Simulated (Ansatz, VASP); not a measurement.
C13O in VASP and in Ansatz

File INCAR:

```
ALGO = Normal
DIPOL = 0.5 0.5 0.307
EDIFF = 1E-7
ENCUT = 520
GGA = PE
IDIPOL = 3
ISIF = 2
ISMEAR = 0
IVDW = 12
LASPH = True
LCHARG = False
LDIPOL = True
LREAL = False
LWAVE = False
NBANDS = 42
NELM = 60
PREC = Accurate
SIGMA = 0.05
```

File KPOINTS:

```
k-points
0
Gamma
  6 8 1
```

POSCAR

```
C13O
1.0
    4.9292228556      0.0000000000      0.0000000000
    0.6166369004      3.5586578569      0.0000000000
    0.0000000000      0.0000000000     23.5476436662
C O
13 1
Direct
    0.3564276904      0.1499632950      0.1698683765
    0.8564276904      0.1499632950      0.1698683765
    0.0989390319      0.2099625321      0.1987042506
    0.5989390319      0.2099625321      0.1987042506
    0.0841110515      0.3299262085      0.2563592746
    0.5841110516      0.3299262085      0.2563592746
    0.3266667349      0.3895095996      0.2844286850
    0.8266667349      0.3895095996      0.2844286850
    0.3105178057      0.5194460749      0.3444814082
    0.8105178057      0.5194460749      0.3444814082
    0.0532190510      0.5779316571      0.3693636522
    0.5532190510      0.5779316571      0.3693636522
    0.4282190510      0.8279316571      0.5498488023
    0.4282190510      0.8279316571      0.5010116440
```

Input for Ansatz:

```yaml
crystal:
  lattice:
    - [4.9292228556, 0.0, 0.0]
    - [0.6166369004, 3.5586578569, 0.0]
    - [0.0, 0.0, 23.5476436662]
  atoms:
    - { symbol: C, position: [0.3564276904, 0.149963295, 0.1698683765] }
    - { symbol: C, position: [0.8564276904, 0.149963295, 0.1698683765] }
    - { symbol: C, position: [0.0989390319, 0.2099625321, 0.1987042506] }
    - { symbol: C, position: [0.5989390319, 0.2099625321, 0.1987042506] }
    - { symbol: C, position: [0.0841110515, 0.3299262085, 0.2563592746] }
    - { symbol: C, position: [0.5841110516, 0.3299262085, 0.2563592746] }
    - { symbol: C, position: [0.3266667349, 0.3895095996, 0.284428685] }
    - { symbol: C, position: [0.8266667349, 0.3895095996, 0.284428685] }
    - { symbol: C, position: [0.3105178057, 0.5194460749, 0.3444814082] }
    - { symbol: C, position: [0.8105178057, 0.5194460749, 0.3444814082] }
    - { symbol: C, position: [0.053219051, 0.5779316571, 0.3693636522] }
    - { symbol: C, position: [0.553219051, 0.5779316571, 0.3693636522] }
    - { symbol: O, position: [0.428219051, 0.8279316571, 0.501011644] }
    - { symbol: C, position: [0.428219051, 0.8279316571, 0.5498488023] }
basis:
  ecutwfc: 420
kpoints:
  mp_grid: { grid: [6, 8, 1] }
hamiltonian:
  xc: pbe
  pseudopotentials: { kind: paw, azcp: { folder: soft_1 } }
  dispersion: d3bj
scf:
  occupations: { method: gaussian, width: 0.05 }
output:
  forces: true
  eigenvalues: true
efield:
  axis: 3
  dipole_correction: true
  ramp_width: 0.04
```

Alike in both runs: task single point; functional PBE; dispersion D3(BJ); k mesh 6 × 8 × 1; occupations gaussian, width 0.05 eV; no spin polarisation.

|  | VASP | Ansatz |
| --- | --- | --- |
| version | VASP 6.6.1 | Ansatz 0.2.0 |
| potentials or method | VASP PAW PBE potentials, release 64 (C, O), cutoff 520 eV | scalar-relativistic, plane waves, PAW |
| valence electrons in the cell | 58 | 58 |

```tsv
	VASP	Ansatz	Ansatz less VASP
gap on the k mesh at the Fermi level (eV)	none	none	-
rms of the force components (eV/Å)	0.897	0.949	+0.0524
```

A gap of «none» marks a metal or a gap that the smearing closes.

Noted on VASP's run: the standard files for N, O and F lose accuracy on very short bonds.
